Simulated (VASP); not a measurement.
Ni:

```xyz
1
Lattice="2.2776 0.0000 0.0000 0.0000 2.2776 0.0000 0.0000 0.0000 2.2776" Properties=species:S:1:pos:R:3 pbc="T T T"
Ni    0.0000    0.0000    0.0000
```

This isn't the form of Ni at room conditions, which is fcc.

- Program: VASP 6.6.1
- Task: relaxation of cell and atoms
- Functional: PBE
- Potentials or basis: VASP PAW PBE potentials, release 64 (Ni)
- Cutoff: 600 eV
- k mesh: 14 × 14 × 14
- Occupations: fermi-dirac, width 0.05 eV
- Spin: collinear spin, ferromagnetic start
- Starting moments: [0.8] μB

At the start: pressure 10.9 GPa; volume 11.81 Å³/atom.

Task: How do energy, volume and symmetry change on relaxing?

Result: Over 3 steps the energy falls by 24.8 meV/atom and the volume is 12.60 Å³/atom (+6.7 %); space group Pm-3m (No. 221, to 0.1 Å) before and after; moment 0.50 μB per cell.

The path:
```
step  energy change (eV)  largest force (eV/Å)  pressure (GPa)  volume (Å³)
   1              0.0000                0.0000           10.87        11.81
   2             -0.0121                0.0000           -6.03        13.24
   3             -0.0248                0.0000            0.06        12.60
```

Final structure:
```
Ni
1.0
     2.32715    0.00000    0.00000
     0.00000    2.32715    0.00000
     0.00000    0.00000    2.32715
Ni
1
Direct
  0.00000 0.00000 0.00000
```
